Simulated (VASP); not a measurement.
# Co (Fm-3m) in VASP: a series of runs

Co is run at these levels: revPBE; tasks: single point.

Program: VASP 6.6.1. These are calculated values, not measurements. Logs are shortened: lines on timing, memory, paths and dates and some standing lists are left out, and cuts for length are marked.

## Step 1: The cell of the first run

Symmetry: Fm-3m, No. 225, cubic system. The conventional cell has a = 3.448 Å, b = 3.448 Å, c = 3.448 Å, α = 90.00°, β = 90.00°, γ = 90.00°. Co (site symmetry m-3m) has 12 Co at 2.44 Å within 3.2 Å.

## Step 2: Single point, revPBE, collinear spin, ferromagnetic start (volume scaled by 0.92)

INCAR

```
SYSTEM = Co
ALGO = Normal
EDIFF = 1E-6
ENCUT = 520
GGA = RE
ISIF = 2
ISMEAR = -1
ISPIN = 2
LASPH = .TRUE.
LCHARG = .FALSE.
LMAXMIX = 4
LORBIT = 11
LREAL = .FALSE.
LWAVE = .FALSE.
MAGMOM = 1.757
NBANDS = 14
NELM = 150
PREC = Accurate
SIGMA = 0.05
```

KPOINTS

```
k-points
0
G
  17 17 17
  0 0 0
```

POSCAR

```
Co
1.0
    0.0000000000      1.7238761996      1.7238761996
    1.7238761996      0.0000000000      1.7238761996
    1.7238761996      1.7238761996      0.0000000000
Co
1
Direct
    0.0000000000      0.0000000000      0.0000000000
```

Potentials or basis: VASP PAW PBE potentials, release 64 (Co).

Launch:

```bash
$ cat potpaw_PBE.64/Co/POTCAR > POTCAR
$ mpirun -np 1 vasp_std > vasp.out
```

OUTCAR:

```text
SYSTEM = Co
   EDIFF = 1E-6
   ENCUT = 520
   GGA = RE
   ISIF = 2
   ISMEAR = -1
   ISPIN = 2
   LASPH = .TRUE.
   LORBIT = 11
   LREAL = .FALSE.
   NELM = 150
   PREC = Accurate

 ion  position               nearest neighbor table
   1  0.000  0.000  0.000-

  LATTYP: Found a face centered cubic cell.
 ALAT       =     3.4477523992

  Lattice vectors:

 A1 = (   0.0000000000,   1.7238761996,   1.7238761996)
 A2 = (   1.7238761996,   0.0000000000,   1.7238761996)
 A3 = (   1.7238761996,   1.7238761996,   0.0000000000)

Analysis of symmetry for initial positions (statically):
=====================================================================
 Subroutine PRICEL returns:
 Original cell was already a primitive cell.

 Routine SETGRP: Setting up the symmetry group for a
 face centered cubic supercell.

 Subroutine GETGRP returns: Found 48 space group operations
 (whereof 48 operations were pure point group operations)
 out of a pool of 48 trial point group operations.

The static configuration has the point symmetry O_h .

Analysis of symmetry for dynamics (positions and initial velocities):
=====================================================================
 Subroutine PRICEL returns:
 Original cell was already a primitive cell.

 Routine SETGRP: Setting up the symmetry group for a
 face centered cubic supercell.

 Subroutine GETGRP returns: Found 48 space group operations
 (whereof 48 operations were pure point group operations)
 out of a pool of 48 trial point group operations.

The dynamic configuration has the point symmetry O_h .

Analysis of structural, dynamic, and magnetic symmetry:
=====================================================================
 Subroutine PRICEL returns:
 Original cell was already a primitive cell.

 Routine SETGRP: Setting up the symmetry group for a
 face centered cubic supercell.

 Subroutine GETGRP returns: Found 48 space group operations
 (whereof 48 operations were pure point group operations)
 out of a pool of 48 trial point group operations.

The overall configuration has the point symmetry O_h .

 Subroutine INISYM returns: Found 48 space group operations
 (whereof 48 operations are pure point group operations),
 and found     1 'primitive' translations

----------------------------------------------------------------------------------------

                                     Primitive cell

  volume of cell :      10.2459

  direct lattice vectors                    reciprocal lattice vectors
     0.000000000  1.723876200  1.723876200    -0.290044030  0.290044030  0.290044030
     1.723876200  0.000000000  1.723876200     0.290044030 -0.290044030  0.290044030
     1.723876200  1.723876200  0.000000000     0.290044030  0.290044030 -0.290044030

  length of vectors
     2.437929101  2.437929101  2.437929101     0.502370996  0.502370996  0.502370996

  position of ions in fractional coordinates (direct lattice)
     0.000000000  0.000000000  0.000000000

  ion indices of the primitive-cell ions
   primitive index   ion index
                 1           1

----------------------------------------------------------------------------------------

 KPOINTS: k-points

Automatic generation of k-mesh.
 Grid dimensions read from file:
 generate k-points for:   17   17   17

 Generating k-lattice:

  Cartesian coordinates                     Fractional coordinates (reciprocal lattice)
    -0.017061414  0.017061414  0.017061414     0.058823529  0.000000000  0.000000000
     0.017061414 -0.017061414  0.017061414     0.000000000  0.058823529  0.000000000
     0.017061414  0.017061414 -0.017061414     0.000000000  0.000000000  0.058823529

  Length of vectors
     0.029551235  0.029551235  0.029551235

  Shift w.r.t. Gamma in fractional coordinates (k-lattice)
     0.000000000  0.000000000  0.000000000

 Subroutine IBZKPT returns following result:
 ===========================================

 Found    165 irreducible k-points:

 Following reciprocal coordinates:
            Coordinates               Weight
  0.000000  0.000000  0.000000      1.000000
  0.058824  0.000000  0.000000      8.000000
  0.117647  0.000000  0.000000      8.000000
  0.176471  0.000000  0.000000      8.000000
  0.235294  0.000000  0.000000      8.000000
  0.294118  0.000000  0.000000      8.000000
[... 16 lines left out ...]
 -0.176471  0.058824  0.000000     24.000000
 -0.117647  0.058824  0.000000     24.000000
 [... further k-points ...]
   k-points           NKPTS =    165   k-points in BZ     NKDIM =    165   number of bands    NBANDS=     14
   number of dos      NEDOS =    301   number of ions     NIONS =      1
   total plane-waves  NPLWV =   5832
   dimension x,y,z NGX =    18 NGY =   18 NGZ =   18
   dimension x,y,z NGXF=    36 NGYF=   36 NGZF=   36
   ions per type =               1
   NGX,Y,Z   is equivalent  to a cutoff of  12.27, 12.27, 12.27 a.u.
   NGXF,Y,Z  is equivalent  to a cutoff of  24.55, 24.55, 24.55 a.u.
 SYSTEM =  Co
   PREC   = accura    normal or accurate (medium, high low for compatibility)
   ISTART =      0    job   : 0-new  1-cont  2-samecut
   ICHARG =      2    charge: 1-file 2-atom 10-const
   ISPIN  =      2    spin polarized calculation?
   LNONCOLLINEAR =      F non collinear calculations
   LSORBIT =      F    spin-orbit coupling
   LASPH  =      T    aspherical Exc in radial PAW
   ENCUT  =  520.0 eV  38.22 Ry    6.18 a.u.   4.53  4.53  4.53*2*pi/ulx,y,z
   NELM   =    150;   NELMIN=  2; NELMDL= -5     # of ELM steps
   EDIFF  = 0.1E-05   stopping-criterion for ELM
   LREAL  =      F    real-space projection
   EDIFFG = 0.1E-04   stopping-criterion for IOM
   NSW    =      0    number of steps for IOM
   IBRION =     -1    ionic relax: 0-MD 1-quasi-New 2-CG
   NFREE  =      0    steps in history (QN), initial steepest desc. (CG)
   ISIF   =      2    stress and relaxation
   ISYM   =      2    0-nonsym 1-usesym 2-fastsym
   POTIM  = 0.5000    time-step for ionic-motion
   TEBEG  =    0.0;   TEEND  =   0.0 temperature during run
   PSTRESS=    0.0 pullay stress
   NELECT =       9.0000    total number of electrons
   NUPDOWN=      -1.0000    fix difference up-down
   EMIN   =  10.00;   EMAX   =-10.00  energy-range for DOS
   EFERMI =   0.00;   METHOD = LEGACY
   ISMEAR =    -1;   SIGMA  =   0.05  broadening in eV -4-tet -1-fermi 0-gaus
   EFERMI_NEDOS =   21; number of points for ismear=-14 and -15
   IALGO  =     38    algorithm
   IMIX   =      4    mixing-type and parameters
     AMIX     =   0.40;   BMIX     =  1.00
     AMIX_MAG =   1.60;   BMIX_MAG =  1.00
  volume/ion in A,a.u.               =      10.25        69.14
  Fermi-wavevector in a.u.,A,eV,Ry     =   1.567856  2.962819 33.445480  2.458173
  Thomas-Fermi vector in A             =   2.669974
   LORBIT       =     11    0 simple, 1 ext, 2 COOP (PROOUT), +10 PAW based schemes
   GGA     = RE    functional components
   LHFCALC =     F    Hartree Fock is set to
   AEXX    =    0.0000 exact exchange contribution
   IVDW    =     0    specifies the selected vdW correction
   LEPSILON=     F    determine dielectric tensor
   LRPA    =     F    only Hartree local field effects (RPA)
 spin polarized calculation
  energy-cutoff  :      520.00
  volume of cell :       10.25
 maximum number of plane-waves:       291
   NGX =  9   NGY =  9   NGZ =  9

 number of electron       8.9999994 magnetization       1.6273241

 Free energy of the ion-electron system (eV)
  ---------------------------------------------------
  ext. energy  EPLUGINS =         0.00000000
  ---------------------------------------------------
  free energy    TOTEN  =        -6.56632601 eV

  energy without entropy =       -6.55683736  energy(sigma->0) =       -6.56158168

 E-fermi :  11.2925     XC(G=0): -13.6674

 val. band max:       11.2897951015   @ k =   0.4118   0.2941   0.0588
 cond. band min:      11.2944202866   @ k =  -0.4118   0.0588   0.0000
 fundamental gap:      0.0046251850
 Fermi energy:        11.2925300109

 spin component 1

 k-point     1 :       0.0000    0.0000    0.0000
  band No.  band energies     occupation
      1       1.9448      1.00000
      2       8.4607      1.00000
      3       8.4607      1.00000
      4       8.4607      1.00000
      5       9.6078      1.00000
      6       9.6078      1.00000
      7      34.8070      0.00000
      8      39.6247      0.00000
      9      39.6247      0.00000
     10      39.6247      0.00000
     11      43.0910      0.00000
     12      43.0910      0.00000
     13      43.0910      0.00000
     14      45.3264      0.00000
[... 375 lines left out ...]
 k-point    24 :      -0.1176    0.0588    0.0000
  band No.  band energies     occupation
      1       2.8315      1.00000
      2       8.2059      1.00000
      3       8.6566      1.00000
      4       8.6582      1.00000
      5       9.4363      1.00000
      6       9.6707      1.00000
      7      32.2607      0.00000
      8      34.8294      0.00000
      9      38.1617      0.00000
     10      40.3410      0.00000
     11      42.3503      0.00000
     12      43.5592      0.00000
     13      46.8630      0.00000
     14      47.4035      0.00000

 [... further k-points ...]

 spin component 2

 k-point     1 :       0.0000    0.0000    0.0000
  band No.  band energies     occupation
      1       1.9479      1.00000
      2      10.0475      1.00000
      3      10.0475      1.00000
      4      10.0475      1.00000
      5      11.6214      0.00139
      6      11.6214      0.00139
      7      34.4613      0.00000
      8      39.7425      0.00000
      9      39.7425      0.00000
     10      39.7425      0.00000
     11      43.3855      0.00000
     12      43.3855      0.00000
     13      43.3855      0.00000
     14      45.0068      0.00000
[... 375 lines left out ...]
 k-point    24 :      -0.1176    0.0588    0.0000
  band No.  band energies     occupation
      1       2.8415      1.00000
      2       9.7231      1.00000
      3      10.2669      1.00000
      4      10.2691      1.00000
      5      11.4121      0.08380
      6      11.6650      0.00058
      7      32.4019      0.00000
      8      34.8667      0.00000
      9      38.2347      0.00000
     10      40.5026      0.00000
     11      42.3340      0.00000
     12      43.7802      0.00000
     13      46.8588      0.00000
     14      48.3249      0.00000

 [... further k-points ...]
[... 5 lines left out ...]
  --------------------------------------------------------------------------------------
  -------------------------------------------------------------------------------------
  Total        1.2466296      1.2466296      1.2466296      0.0000000      0.0000000     -0.0000000
  in kB      194.9394709    194.9394709    194.9394709      0.0000000      0.0000000     -0.0000000
  external PRESSURE =     194.9394709 kB  Pullay stress =       0.0000000 kB

 VOLUME and BASIS-vectors are now :
 -----------------------------------------------------------------------------
  energy-cutoff  :      520.00
  volume of cell :       10.25
      direct lattice vectors                 reciprocal lattice vectors
     0.000000000  1.723876200  1.723876200    -0.290044030  0.290044030  0.290044030
     1.723876200  0.000000000  1.723876200     0.290044030 -0.290044030  0.290044030
     1.723876200  1.723876200  0.000000000     0.290044030  0.290044030 -0.290044030

 POSITION                                       TOTAL-FORCE (eV/Angst)
 -----------------------------------------------------------------------------------
      0.00000      0.00000      0.00000         0.000000     -0.000000      0.000000
 -----------------------------------------------------------------------------------
    total drift:                                0.000000     -0.000000     -0.000000

  FREE ENERGIE OF THE ION-ELECTRON SYSTEM (eV)
  ---------------------------------------------------
  free  energy   TOTEN  =        -6.5663260081 eV

  energy  without entropy=       -6.5568373594  energy(sigma->0) =       -6.56158168

 total charge

# of ion       s       p       d       tot
------------------------------------------
    1        0.518   0.577   7.297   8.392

 magnetization (x)

# of ion       s       p       d       tot
------------------------------------------
    1       -0.013  -0.051   1.699   1.635
```

Wall time 39 s (1 thread of Intel Xeon Platinum 8259CL at 2.50GHz (Skylake/Cascade Lake), shared host); peak memory 0.15 GiB.

What came out:

| Quantity | Value |
| --- | --- |
| Free energy | -6.5663 eV |
| Pressure | 19.5 GPa |
| Net moment | 1.63 μB per cell |
| Site moments | Co +1.64 μB |
| Valence electrons inside the program's atomic spheres | Co 8.39 |

Levels at points of the mesh, in eV from the Fermi level:
Spin up:
```tsv
k point	band 3	band 4	band 5	band 6	band 7	band 8
(0.00, 0.00, 0.00)	-2.83	-2.83	-1.68	-1.68	23.51	28.33
```
Spin down:
```
           k point  band 2  band 3  band 4  band 5  band 6  band 7
(0.00, 0.00, 0.00)   -1.25   -1.25   -1.25    0.33    0.33   23.17
```

Caveat: the cell differs from its parent crystal (volume scaled by 0.92); the PAW data sets were made with another functional, which shifts forces and pressure a little.

## Step 3: Single point, revPBE, collinear spin, ferromagnetic start (volume scaled by 0.96)

INCAR

```
PREC     = Accurate       # precision mode
ENCUT    = 520            # plane-wave cutoff, eV
EDIFF    = 1E-6           # SCF threshold, eV
ISMEAR   = -1             # smearing method
SIGMA    = 0.05           # smearing width, eV
LREAL    = False          # projectors in reciprocal space
LASPH    = True           # aspherical terms in the spheres
NELM     = 150            # most SCF steps
ALGO     = Normal         # electronic algorithm
ISIF     = 2              # what is computed and relaxed
LWAVE    = False          # write WAVECAR
LCHARG   = True           # write CHGCAR
ISPIN    = 2              # spin polarisation
MAGMOM   = 1.757          # initial moments
LORBIT   = 11             # projections on sites
LMAXMIX  = 4              # l up to which the mixer works
GGA      = RE             # functional
LELF     = True           # ELF
LVHAR    = True         
NBANDS   = 14             # bands
```

KPOINTS

```
regular mesh
0
Gamma
  17 17 17
```

POSCAR

```
Co
1.0
    0.0000000000      1.7485063301      1.7485063301
    1.7485063301      0.0000000000      1.7485063301
    1.7485063301      1.7485063301      0.0000000000
Co
1
Direct
    0.0000000000      0.0000000000      0.0000000000
```

Potentials or basis: VASP PAW PBE potentials, release 64 (Co).

Launch:

```bash
$ cat potpaw_PBE.64/Co/POTCAR > POTCAR
$ mpirun -np 1 vasp_std > vasp.out
```

Run time: 42 s. Hardware: 1 thread of Intel Xeon Platinum 8259CL at 2.50GHz (Skylake/Cascade Lake), shared host; peak memory 0.15 GiB.

Results (log left out):

```
Free energy                                           : -6.6048 eV
Pressure                                              : 8.5 GPa
Net moment                                            : 1.66 μB per cell
Site moments                                          : Co +1.67 μB
Valence electrons inside the program's atomic spheres : Co 8.30
```

Levels at points of the mesh, in eV from the Fermi level:
Spin up:
```
           k point  band 3  band 4  band 5  band 6  band 7  band 8
(0.00, 0.00, 0.00)   -2.78   -2.78   -1.73   -1.73   23.15   27.64
```
Spin down:
```csv
k point,band 1,band 2,band 3,band 4,band 5,band 6,band 7,band 8
"(0.00, 0.00, 0.00)",-9.11,-1.17,-1.17,-1.17,0.33,0.33,22.78,27.76
```

Caveat: the cell differs from its parent crystal (volume scaled by 0.96); the PAW data sets were made with another functional, which shifts forces and pressure a little.

## Step 4: Single point, revPBE, collinear spin, ferromagnetic start

This run uses another cell than the first one, of 11.14 Å³/atom, 1.087 times its volume.

INCAR

```
SYSTEM = Co
PREC = Accurate
ENCUT = 520
EDIFF = 1E-6
ISMEAR = -1
SIGMA = 0.05
LREAL = .False.
LASPH = .True.
NELM = 150
ALGO = Normal
ISIF = 2
LWAVE = .False.
LCHARG = .False.
ISPIN = 2
MAGMOM = 1.757
LORBIT = 11
LMAXMIX = 4
GGA = RE
NBANDS = 14
```

KPOINTS

```
regular mesh
0
Gamma
  17 17 17
  0 0 0
```

POSCAR

```
Co
1.0
    0.0000000000      1.7724614484      1.7724614484
    1.7724614484      0.0000000000      1.7724614484
    1.7724614484      1.7724614484      0.0000000000
Co
1
Direct
    0.0000000000      0.0000000000      0.0000000000
```

Potentials or basis: VASP PAW PBE potentials, release 64 (Co).

Launch:

```bash
$ cat potpaw_PBE.64/Co/POTCAR > POTCAR
$ mpirun -np 1 vasp_std > vasp.out
```

OUTCAR:

```text
SYSTEM = Co
   PREC = Accurate
   ENCUT = 520
   EDIFF = 1E-6
   ISMEAR = -1
   LREAL = .False.
   LASPH = .True.
   NELM = 150
   ISIF = 2
   ISPIN = 2
   LORBIT = 11
   GGA = RE

 ion  position               nearest neighbor table
   1  0.000  0.000  0.000-

  LATTYP: Found a face centered cubic cell.
 ALAT       =     3.5449228968

  Lattice vectors:

 A1 = (   0.0000000000,   1.7724614484,   1.7724614484)
 A2 = (   1.7724614484,   0.0000000000,   1.7724614484)
[... 1023 lines left out ...]
  -------------------------------------------------------------------------------------
  Total       -0.0278758     -0.0278758     -0.0278758     -0.0000000     -0.0000000      0.0000000
  in kB       -4.0103105     -4.0103105     -4.0103105     -0.0000000     -0.0000000      0.0000000
  external PRESSURE =      -4.0103105 kB  Pullay stress =       0.0000000 kB

 VOLUME and BASIS-vectors are now :
 -----------------------------------------------------------------------------
  energy-cutoff  :      520.00
  volume of cell :       11.14
      direct lattice vectors                 reciprocal lattice vectors
     0.000000000  1.772461448  1.772461448    -0.282093583  0.282093583  0.282093583
     1.772461448  0.000000000  1.772461448     0.282093583 -0.282093583  0.282093583
     1.772461448  1.772461448  0.000000000     0.282093583  0.282093583 -0.282093583

 POSITION                                       TOTAL-FORCE (eV/Angst)
 -----------------------------------------------------------------------------------
      0.00000      0.00000      0.00000         0.000000      0.000000      0.000000
 -----------------------------------------------------------------------------------
    total drift:                                0.000000      0.000000      0.000000

  FREE ENERGIE OF THE ION-ELECTRON SYSTEM (eV)
  ---------------------------------------------------
  free  energy   TOTEN  =        -6.6156601916 eV

  energy  without entropy=       -6.6062952595  energy(sigma->0) =       -6.61097773

 total charge

# of ion       s       p       d       tot
------------------------------------------
    1        0.481   0.503   7.238   8.223

 magnetization (x)

# of ion       s       p       d       tot
------------------------------------------
    1       -0.012  -0.050   1.760   1.697
```

stdout:

```text
POSCAR found type information on POSCAR Co
 POSCAR found :  1 types and       1 ions
 scaLAPACK will be used
 -----------------------------------------------------------------------------
|                                                                             |
|                                                                             |
|     You enforced a specific xc type in the INCAR file but a different       |
|     I HOPE YOU KNOW WHAT YOU ARE DOING!                                     |
|                                                                             |
 -----------------------------------------------------------------------------

 LDA part: xc-table for (Slater+PW92), standard interpolation
 POSCAR, INCAR and KPOINTS ok, starting setup
 FFT: planning ... GRIDC
 FFT: planning ... GRID_SOFT
 FFT: planning ... GRID
 WAVECAR not read
 entering main loop
```

Run time: 54 s. Hardware: 1 thread of Intel Xeon Platinum 8259CL at 2.50GHz (Skylake/Cascade Lake), shared host; peak memory 0.16 GiB.

What came out:

| Item | Value |
| --- | --- |
| Free energy | -6.6157 eV |
| Pressure | -0.4 GPa |
| Net moment | 1.67 μB per cell |
| Site moments | Co +1.70 μB |
| Valence electrons inside the program's atomic spheres | Co 8.22 |

Caveat: the PAW data sets were made with another functional, which shifts forces and pressure a little.

[end of part 1 of 2]
